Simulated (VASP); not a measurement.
Write the native input for VASP 6.6.1 that does the following.

```
Task                   : single point
Functional             : PBE
Potentials or basis    : VASP PAW PBE potentials, release 64 (Rh_pv)
Cutoff                 : 520 eV
k mesh                 : 22 × 22 × 12
Occupations            : fermi-dirac, width 0.1 eV
Spin                   : no spin polarisation
Dipole correction      : no
Further INCAR settings : ALGO = Normal; EDIFF = 1e-07; NBANDS = 22
```

The structure of Rh lies in POSCAR:

```
Rh
1.0
    2.6117187870      0.0000000000      0.0000000000
   -1.3058593935      2.2618148171      0.0000000000
    0.0000000000      0.0000000000      4.2091197444
Rh
2
Direct
    0.3333333333      0.6666666667      0.2500000000
    0.6666666667      0.3333333333      0.7500000000
```

This cell differs from its parent crystal: volume scaled by 0.88.

The input as run:

INCAR

```
SYSTEM = Rh
  PREC = Accurate
  ENCUT = 520
  EDIFF = 1E-7
  ISMEAR = -1
  SIGMA = 0.1
  LREAL = .False.
  LASPH = .True.
  NELM = 100
  ALGO = Normal
  ISIF = 2
  LWAVE = .False.
  LCHARG = .True.
  GGA = PE
  LELF = .True.
  LVHAR = .True.
  NBANDS = 22
```

KPOINTS

```
regular mesh
0
Gamma
  22 22 12
  0 0 0
```

Potentials or basis: VASP PAW PBE potentials, release 64 (Rh_pv).

Launch:

```console
$ cat potpaw_PBE.64/Rh_pv/POTCAR > POTCAR
$ mpirun -np 1 vasp_std > vasp.out
```

It gave:

```json
{
  "Pressure": "44.8 GPa",
  "Band gap on the k mesh": "zero (band 15 reaches 14.74 eV, above the bottom of band 16 at 11.93 eV)"
}
```

It took 63 s on 1 thread of AMD EPYC 9R45 96-Core Processor (Zen 5), with other jobs on the host, peak memory 0.23 GiB.
